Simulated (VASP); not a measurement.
# PbO2 in VASP: a series of runs, part 2 of 2

VASP 6.6.1.

## Step 3: Single point, PBEsol

This run uses another cell than the first one, of 11.04 Å³/atom.

Contents of INCAR:

```
SYSTEM = PbO2
ALGO = Normal ; EDIFF = 1E-7
ENCUT = 520 ; GGA = PS
ISIF = 2 ; ISMEAR = 0
LASPH = .TRUE. ; LCHARG = .FALSE.
LREAL = .FALSE. ; LWAVE = .FALSE.
NBANDS = 35 ; NELM = 80
PREC = Accurate ; SIGMA = 0.1
```

Contents of KPOINTS:

```
k-points
0
G
  8 8 12
  0 0 0
```

Contents of POSCAR:

```
PbO2
1.0
    4.4117216649      0.0000000000      0.0000000000
    0.0000000000      4.4117216649      0.0000000000
    0.0000000000      0.0000000000      3.4036999947
Pb O
2 4
Direct
    0.0000000000      0.0000000000      0.0000000000
    0.5000000000      0.5000000000      0.5000000000
    0.3115570807      0.3115570807      0.0000000000
    0.1884429193      0.8115570807      0.5000000000
    0.6884429193      0.6884429193      0.0000000000
    0.8115570807      0.1884429193      0.5000000000
```

Potentials or basis: VASP PAW PBE potentials, release 64 (Pb_d, O).

The run is started by

```sh
$ cat potpaw_PBE.64/Pb_d/POTCAR potpaw_PBE.64/O/POTCAR > POTCAR
$ mpirun -np 1 vasp_std > vasp.out
```

OUTCAR:

```text
SYSTEM = PbO2
   EDIFF = 1E-7
   ENCUT = 520
   GGA = PS
   ISIF = 2
   ISMEAR = 0
   LASPH = .TRUE.
   LREAL = .FALSE.
   NELM = 80
   PREC = Accurate

 ion  position               nearest neighbor table
   1  0.000  0.000  0.000-   3 1.94   5 1.94   4 2.07   6 2.07   4 2.07   6 2.07   2 3.55   2 3.55
                             2 3.55   2 3.55   2 3.55   2 3.55   2 3.55   2 3.55
   2  0.500  0.500  0.500-   4 1.94   6 1.94   5 2.07   3 2.07   3 2.07   5 2.07   1 3.55   1 3.55
                             1 3.55   1 3.55   1 3.55   1 3.55   1 3.55   1 3.55
   3  0.312  0.312  0.000-   1 1.94   2 2.07   2 2.07
   4  0.188  0.812  0.500-   2 1.94   1 2.07   1 2.07
   5  0.688  0.688  0.000-   1 1.94   2 2.07   2 2.07
   6  0.812  0.188  0.500-   2 1.94   1 2.07   1 2.07

  LATTYP: Found a simple tetragonal cell.
 ALAT       =     4.4117216649
 C/A-ratio  =     0.7715128590

  Lattice vectors:

 A1 = (   4.4117216649,   0.0000000000,   0.0000000000)
 A2 = (   0.0000000000,   4.4117216649,   0.0000000000)
 A3 = (   0.0000000000,   0.0000000000,   3.4036999947)

Analysis of symmetry for initial positions (statically):
=====================================================================
 Subroutine PRICEL returns:
 Original cell was already a primitive cell.

 Routine SETGRP: Setting up the symmetry group for a
 simple tetragonal supercell.

 Subroutine GETGRP returns: Found 16 space group operations
 (whereof  8 operations were pure point group operations)
 out of a pool of 16 trial point group operations.

The static configuration has the point symmetry D_2h.
 The point group associated with its full space group is D_4h.

Analysis of symmetry for dynamics (positions and initial velocities):
=====================================================================
 Subroutine PRICEL returns:
 Original cell was already a primitive cell.

[... 137 lines left out ...]
  volume/ion in A,a.u.               =      11.04        74.51
  Fermi-wavevector in a.u.,A,eV,Ry     =   1.510150  2.853770 31.028812  2.280553
  Thomas-Fermi vector in A             =   2.620378
   LORBIT       =      0    0 simple, 1 ext, 2 COOP (PROOUT), +10 PAW based schemes
   GGA     = PS    functional components
   LHFCALC =     F    Hartree Fock is set to
   AEXX    =    0.0000 exact exchange contribution
   IVDW    =     0    specifies the selected vdW correction
   LEPSILON=     F    determine dielectric tensor
   LRPA    =     F    only Hartree local field effects (RPA)
 non-spin polarized calculation
 Gauss-broadening in eV      SIGMA  =   0.10
  energy-cutoff  :      520.00
  volume of cell :       66.25
 maximum number of plane-waves:      1817
 NGX is ok and might be reduce to    36
   NGX = 17   NGY = 17   NGZ = 13

 number of electron      52.0000004 magnetization

 Free energy of the ion-electron system (eV)
  ---------------------------------------------------
  ext. energy  EPLUGINS =         0.00000000
  ---------------------------------------------------
  free energy    TOTEN  =       -31.21146189 eV

  energy without entropy =      -31.21129280  energy(sigma->0) =      -31.21137735

 E-fermi :   7.8853     XC(G=0): -12.3038

 val. band max:        7.7742732514   @ k =   0.5000   0.0000   0.5000
 cond. band min:       7.9287575820   @ k =   0.0000   0.0000   0.0000
 fundamental gap:      0.1544843306
 Fermi energy:         7.8852991307

 k-point     1 :       0.0000    0.0000    0.0000
  band No.  band energies     occupation
      1     -12.9436      2.00000
      2     -12.3953      2.00000
      3      -9.9095      2.00000
      4      -9.9095      2.00000
      5      -8.7252      2.00000
      6      -8.3116      2.00000
[... 901 lines left out ...]
     34      20.3173      0.00000
     35      20.8061      0.00000

 [... further k-points ...]

------------------------ aborting loop because EDIFF is reached ----------------------------------------

  FORCE on cell =-STRESS in cart. coord.  units (eV):
  Direction    XX          YY          ZZ          XY          YZ          ZX
  --------------------------------------------------------------------------------------
  -------------------------------------------------------------------------------------
  Total       24.9642901     24.9642901     25.1018390     -0.0000000      0.0000000      0.0000000
  in kB      603.7571945    603.7571945    607.0837913     -0.0000000      0.0000000      0.0000000
  external PRESSURE =     604.8660601 kB  Pullay stress =       0.0000000 kB

 VOLUME and BASIS-vectors are now :
 -----------------------------------------------------------------------------
  energy-cutoff  :      520.00
  volume of cell :       66.25
      direct lattice vectors                 reciprocal lattice vectors
     4.411721665  0.000000000  0.000000000     0.226668878  0.000000000  0.000000000
     0.000000000  4.411721665  0.000000000     0.000000000  0.226668878  0.000000000
     0.000000000  0.000000000  3.403699995     0.000000000  0.000000000  0.293797926

 POSITION                                       TOTAL-FORCE (eV/Angst)
 -----------------------------------------------------------------------------------
      0.00000      0.00000      0.00000         0.000000      0.000000      0.000000
      2.20586      2.20586      1.70185         0.000000      0.000000      0.000000
      1.37450      1.37450      0.00000        -0.008449     -0.008449     -0.000000
      0.83136      3.58036      1.70185         0.008449     -0.008449     -0.000000
      3.03722      3.03722      0.00000         0.008449      0.008449      0.000000
      3.58036      0.83136      1.70185        -0.008449      0.008449      0.000000
 -----------------------------------------------------------------------------------
    total drift:                                0.000000      0.000000      0.000000

  FREE ENERGIE OF THE ION-ELECTRON SYSTEM (eV)
  ---------------------------------------------------
  free  energy   TOTEN  =       -31.2114618896 eV

  energy  without entropy=      -31.2112928006  energy(sigma->0) =      -31.21137735
```

OSZICAR:

```text
N       E                     dE             d eps       ncg     rms          rms(c)
DAV:   1     0.707495084896E+03    0.70750E+03   -0.26086E+04  7431   0.195E+03
DAV:   2     0.572076438586E+02   -0.65029E+03   -0.61658E+03  7885   0.531E+02
DAV:   3    -0.328465078582E+02   -0.90054E+02   -0.87720E+02  8405   0.213E+02
DAV:   4    -0.371568297191E+02   -0.43103E+01   -0.42745E+01  9467   0.484E+01
DAV:   5    -0.372924755369E+02   -0.13565E+00   -0.13537E+00  9718   0.858E+00    0.144E+01
DAV:   6    -0.311903783779E+02    0.61021E+01   -0.16058E+01 11357   0.582E+01    0.379E+00
DAV:   7    -0.312716329595E+02   -0.81255E-01   -0.20886E+00  8295   0.890E+00    0.267E+00
DAV:   8    -0.312408742601E+02    0.30759E-01   -0.34709E-01 11147   0.847E+00    0.113E+00
DAV:   9    -0.312106292044E+02    0.30245E-01   -0.96840E-02 11499   0.520E+00    0.119E-01
DAV:  10    -0.312114674319E+02   -0.83823E-03   -0.92146E-03  9679   0.741E-01    0.925E-02
DAV:  11    -0.312114673882E+02    0.43695E-07   -0.41329E-04 11659   0.198E-01    0.196E-02
DAV:  12    -0.312114628880E+02    0.45002E-05   -0.26235E-05 11501   0.864E-02    0.926E-03
DAV:  13    -0.312114617764E+02    0.11116E-05   -0.10743E-05 12164   0.427E-02    0.288E-03
DAV:  14    -0.312114617953E+02   -0.18820E-07   -0.13188E-06 11507   0.134E-02    0.780E-04
DAV:  15    -0.312114618896E+02   -0.94306E-07   -0.26318E-08  5009   0.214E-03
   1 F= -.31211462E+02 E0= -.31211377E+02  d E =-.169089E-03
```

stdout:

```text
POSCAR found type information on POSCAR PbO
 POSCAR found :  2 types and       6 ions
 scaLAPACK will be used
 -----------------------------------------------------------------------------
|                                                                             |
|                                                                             |
|     You enforced a specific xc type in the INCAR file but a different       |
|     I HOPE YOU KNOW WHAT YOU ARE DOING!                                     |
|                                                                             |
 -----------------------------------------------------------------------------

 LDA part: xc-table for (Slater+PW92), standard interpolation
 POSCAR, INCAR and KPOINTS ok, starting setup
 FFT: planning ... GRIDC
 FFT: planning ... GRID_SOFT
 FFT: planning ... GRID
 WAVECAR not read
 entering main loop
```

Wall time 6.3 min (1 thread of Intel Xeon 8259CL, shared host); peak memory 0.32 GiB.

What came out:

| Property | Result |
| --- | --- |
| Free energy | -31.2115 eV |
| Pressure | 60.5 GPa |
| Largest force | 0.012 eV/Å |
| Band gap on the k mesh | 0.15 eV (least direct gap 0.95 eV) |

Forces in eV/Å, atoms in the order of the input:
```
Pb   0.000  0.000  0.000
Pb   0.000  0.000  0.000
O   -0.008 -0.008  0.000
O    0.008 -0.008  0.000
O    0.008  0.008  0.000
O   -0.008  0.008  0.000
```

Caveat: the cell stands under pressure; the PAW data sets were made with another functional, which shifts forces and pressure a little; spin-orbit coupling is left out, which moves the levels of the heavy elements.

## Step 4: Single point, PBEsol

This run uses another cell than the first one, of 11.04 Å³/atom.

Contents of INCAR:

```
  PREC = Accurate
  ENCUT = 520
  EDIFF = 1E-6
  ISMEAR = 0
  SIGMA = 0.1
  LREAL = False
  LASPH = True
  NELM = 80
  ALGO = Normal
  ISIF = 2
  LWAVE = False
  LCHARG = False
  GGA = PS
  NBANDS = 35
```

Contents of KPOINTS:

```
regular mesh
0
Gamma
  8 8 12
```

POSCAR is that of step 3.

The run is started by

```sh
$ cat potpaw_PBE.64/Pb_d/POTCAR potpaw_PBE.64/O/POTCAR > POTCAR
$ mpirun -np 1 vasp_std > vasp.out
```

Run time: 6.8 min. Hardware: 1 thread of Intel Xeon 8259CL, shared host; peak memory 0.32 GiB.

It converged, with:

```
Free energy            : -31.2115 eV
Pressure               : 60.5 GPa
Largest force          : 0.012 eV/Å
Band gap on the k mesh : 0.15 eV (least direct gap 0.95 eV)
```

Forces in eV/Å, atoms in the order of the input:
```
Pb   0.000  0.000  0.000
Pb   0.000  0.000  0.000
O   -0.008 -0.008  0.000
O    0.008 -0.008  0.000
O    0.008  0.008  0.000
O   -0.008  0.008  0.000
```

Stress tensor (GPa, compression positive):
```
60.39  0.00  0.00
 0.00 60.39  0.00
 0.00  0.00 60.73
```

Levels at points of the mesh, in eV from the valence-band top:
```tsv
k point	band 24	band 25	band 26	band 27	band 28	band 29
(0.00, 0.00, 0.00)	-1.07	-1.07	-0.80	0.15	4.70	5.37
(0.50, 0.00, 0.00)	-1.26	-1.10	-1.10	4.04	4.04	6.06
(0.50, 0.50, 0.00)	-1.20	-1.14	-1.14	4.00	4.00	7.11
(0.00, 0.00, 0.50)	-2.41	-1.84	-1.84	5.28	5.28	9.11
(0.50, 0.00, 0.50)	-1.87	0.00	0.00	6.00	6.00	8.27
(0.50, 0.50, 0.50)	-1.68	-1.29	-1.29	4.38	4.38	8.24
```

Caveat: the cell stands under pressure; the PAW data sets were made with another functional, which shifts forces and pressure a little; spin-orbit coupling is left out, which moves the levels of the heavy elements. A k mesh can miss the band edges.

## Step 5: Single point, PBEsol

This run uses another cell than the first one, of 14.20 Å³/atom.

Contents of INCAR:

```
  PREC = Accurate
  ENCUT = 520
  EDIFF = 1E-7
  ISMEAR = 0
  SIGMA = 0.01
  LREAL = F
  LASPH = T
  NELM = 80
  ALGO = Normal
  ISIF = 2
  LWAVE = F
  LCHARG = F
  GGA = PS
  NBANDS = 35
```

Contents of KPOINTS:

```
regular mesh
0
Gamma
  8 8 10
```

Contents of POSCAR:

```
PbO2
1.0
    4.9972607004      0.0000000000      0.0000000000
    0.0000000000      4.9972607004      0.0000000000
    0.0000000000      0.0000000000      3.4115569378
Pb O
2 4
Direct
    0.0000000000      0.0000000000      0.0000000000
    0.5000000000      0.5000000000      0.5000000000
    0.3076225152      0.3076225152      0.0000000000
    0.1923774848      0.8076225152      0.5000000000
    0.6923774848      0.6923774848      0.0000000000
    0.8076225152      0.1923774848      0.5000000000
```

Potentials or basis: VASP PAW PBE potentials, release 64 (Pb_d, O).

The run is started by

```sh
$ cat potpaw_PBE.64/Pb_d/POTCAR potpaw_PBE.64/O/POTCAR > POTCAR
$ mpirun -np 1 vasp_std > vasp.out
```

OUTCAR:

```text
PREC = Accurate
   ENCUT = 520
   EDIFF = 1E-7
   ISMEAR = 0
   LREAL = F
   LASPH = T
   NELM = 80
   ISIF = 2
   GGA = PS

 ion  position               nearest neighbor table
   1  0.000  0.000  0.000-   3 2.17   5 2.17   4 2.18   6 2.18   4 2.18   6 2.18   2 3.92   2 3.92
                             2 3.92   2 3.92   2 3.92   2 3.92   2 3.92   2 3.92
   2  0.500  0.500  0.500-   4 2.17   6 2.17   5 2.18   3 2.18   3 2.18   5 2.18   1 3.92   1 3.92
                             1 3.92   1 3.92   1 3.92   1 3.92   1 3.92   1 3.92
   3  0.308  0.308  0.000-   1 2.17   2 2.18   2 2.18
   4  0.192  0.808  0.500-   2 2.17   1 2.18   1 2.18
   5  0.692  0.692  0.000-   1 2.17   2 2.18   2 2.18
   6  0.808  0.192  0.500-   2 2.17   1 2.18   1 2.18

  LATTYP: Found a simple tetragonal cell.
 ALAT       =     4.9972607004
 C/A-ratio  =     0.6826854035

  Lattice vectors:

 A1 = (   4.9972607004,   0.0000000000,   0.0000000000)
 A2 = (   0.0000000000,   4.9972607004,   0.0000000000)
 A3 = (   0.0000000000,   0.0000000000,   3.4115569378)

Analysis of symmetry for initial positions (statically):
=====================================================================
 Subroutine PRICEL returns:
 Original cell was already a primitive cell.
[... 187 lines left out ...]

 k-point     1 :       0.0000    0.0000    0.0000
  band No.  band energies     occupation
      1     -14.1660      2.00000
      2     -14.0485      2.00000
      3     -12.3771      2.00000
      4     -12.3771      2.00000
      5     -11.4535      2.00000
      6     -11.2558      2.00000
[... 901 lines left out ...]
     34      15.4771      0.00000
     35      15.9777      0.00000

 [... further k-points ...]

------------------------ aborting loop because EDIFF is reached ----------------------------------------

  FORCE on cell =-STRESS in cart. coord.  units (eV):
  Direction    XX          YY          ZZ          XY          YZ          ZX
  --------------------------------------------------------------------------------------
  -------------------------------------------------------------------------------------
  Total        0.1064609      0.1064609      0.1945863     -0.0000000      0.0000000      0.0000000
  in kB        2.0020917      2.0020917      3.6593693     -0.0000000      0.0000000      0.0000000
  external PRESSURE =       2.5545176 kB  Pullay stress =       0.0000000 kB

 VOLUME and BASIS-vectors are now :
 -----------------------------------------------------------------------------
  energy-cutoff  :      520.00
  volume of cell :       85.20
      direct lattice vectors                 reciprocal lattice vectors
     4.997260700  0.000000000  0.000000000     0.200109632  0.000000000  0.000000000
     0.000000000  4.997260700  0.000000000     0.000000000  0.200109632  0.000000000
     0.000000000  0.000000000  3.411556938     0.000000000  0.000000000  0.293121299

 POSITION                                       TOTAL-FORCE (eV/Angst)
 -----------------------------------------------------------------------------------
      0.00000      0.00000      0.00000         0.000000      0.000000      0.000000
      2.49863      2.49863      1.70578         0.000000      0.000000      0.000000
      1.53727      1.53727      0.00000        -0.006591     -0.006591      0.000000
      0.96136      4.03590      1.70578         0.006591     -0.006591      0.000000
      3.45999      3.45999      0.00000         0.006591      0.006591      0.000000
      4.03590      0.96136      1.70578        -0.006591      0.006591      0.000000
 -----------------------------------------------------------------------------------
    total drift:                                0.000000     -0.000000     -0.000000

  FREE ENERGIE OF THE ION-ELECTRON SYSTEM (eV)
  ---------------------------------------------------
  free  energy   TOTEN  =       -34.0660936809 eV

  energy  without entropy=      -34.0660934835  energy(sigma->0) =      -34.06609358
```

OSZICAR:

```text
N       E                     dE             d eps       ncg     rms          rms(c)
DAV:   1     0.676737590296E+03    0.67674E+03   -0.25732E+04  6316   0.180E+03
DAV:   2     0.556294310424E+02   -0.62111E+03   -0.59015E+03  6743   0.496E+02
DAV:   3    -0.343836919031E+02   -0.90013E+02   -0.87167E+02  7655   0.206E+02
DAV:   4    -0.389176874455E+02   -0.45340E+01   -0.44875E+01  7930   0.484E+01
DAV:   5    -0.390759358301E+02   -0.15825E+00   -0.15776E+00  8327   0.919E+00    0.128E+01
DAV:   6    -0.341306537008E+02    0.49453E+01   -0.14882E+01  9591   0.480E+01    0.438E+00
DAV:   7    -0.341209408416E+02    0.97129E-02   -0.14925E+00  7009   0.868E+00    0.270E+00
DAV:   8    -0.340893517310E+02    0.31589E-01   -0.37309E-01  9776   0.540E+00    0.113E+00
DAV:   9    -0.340648299895E+02    0.24522E-01   -0.71220E-02  9657   0.344E+00    0.115E-01
DAV:  10    -0.340661774991E+02   -0.13475E-02   -0.97666E-03  6995   0.560E-01    0.112E-01
DAV:  11    -0.340661117626E+02    0.65736E-04   -0.29042E-04 10185   0.170E-01    0.464E-02
DAV:  12    -0.340660956452E+02    0.16117E-04   -0.50338E-05  7556   0.521E-02    0.139E-02
DAV:  13    -0.340660941669E+02    0.14783E-05   -0.49828E-06 10439   0.293E-02    0.419E-03
DAV:  14    -0.340660936174E+02    0.54953E-06   -0.18787E-06  9549   0.158E-02    0.158E-03
DAV:  15    -0.340660936809E+02   -0.63567E-07   -0.11074E-07  4403   0.244E-03
   1 F= -.34066094E+02 E0= -.34066094E+02  d E =-.197418E-06
```

Wall time 7.1 min (1 thread of Intel Xeon 8259CL, shared host); peak memory 0.34 GiB.

What came out:

- Free energy: -34.0661 eV
- Pressure: 0.3 GPa
- Largest force: 0.009 eV/Å
- Band gap on the k mesh: 0.05 eV (least direct gap 0.08 eV)

Forces on the atoms (eV/Å):
```
Pb   0.000  0.000  0.000
Pb   0.000  0.000  0.000
O   -0.007 -0.007  0.000
O    0.007 -0.007  0.000
O    0.007  0.007  0.000
O   -0.007  0.007  0.000
```

Stress tensor (GPa, compression positive):
```
0.20 0.00 0.00
0.00 0.20 0.00
0.00 0.00 0.37
```

Levels at points of the mesh, in eV from the valence-band top:
```csv
k point,band 23,band 24,band 25,band 26,band 27,band 28,band 29,band 30
"(0.00, 0.00, 0.00)",-0.59,-0.59,-0.57,-0.57,0.11,4.18,5.75,5.75
"(0.50, 0.00, 0.00)",-0.63,-0.63,-0.36,-0.36,2.37,2.37,6.36,6.36
"(0.50, 0.50, 0.00)",-0.65,-0.65,-0.45,-0.45,2.78,2.78,6.65,6.65
"(0.00, 0.00, 0.50)",-1.09,-1.09,-0.76,-0.76,3.70,3.70,8.75,8.75
"(0.50, 0.00, 0.50)",-0.75,-0.75,-0.19,-0.19,4.01,4.01,7.19,7.19
"(0.50, 0.50, 0.50)",-0.65,-0.65,-0.49,-0.49,2.77,2.77,8.19,8.19
```

Caveat: the PAW data sets were made with another functional, which shifts forces and pressure a little; spin-orbit coupling is left out, which moves the levels of the heavy elements. A k mesh can miss the band edges.

## Step 6: Overview

| cell | k mesh | smearing | gap on the mesh (eV) | pressure (GPa) | largest force (eV/Å) |
| --- | --- | --- | --- | --- | --- |
| a = 5.147, b = 4.960, c = 3.386 Å, 6 atoms, atomic positions A | 8 × 8 × 10 | gaussian 0.1 eV | 0.15 | -1.5 | 0.01 |
| a = 4.412, b = 4.412, c = 3.404 Å, 6 atoms, atomic positions B | 8 × 8 × 12 | gaussian 0.1 eV | 0.15 | 60.5 | 0.01 |
| a = 4.997, b = 4.997, c = 3.412 Å, 6 atoms, atomic positions C | 8 × 8 × 10 | gaussian 0.01 eV | 0.05 | 0.3 | 0.01 |

Alike in all rows: task single point; level PBEsol; potentials or basis VASP PAW PBE potentials, release 64 (Pb_d, O); no spin polarisation; cutoff (eV) 520.

Caveats: the PAW data sets were made with another functional, which shifts forces and pressure a little; spin-orbit coupling is left out, which moves the levels of the heavy elements; the cell stands under pressure (at least some runs).

Total energies depend on the potentials used, so only differences within one code and one set of settings carry meaning.
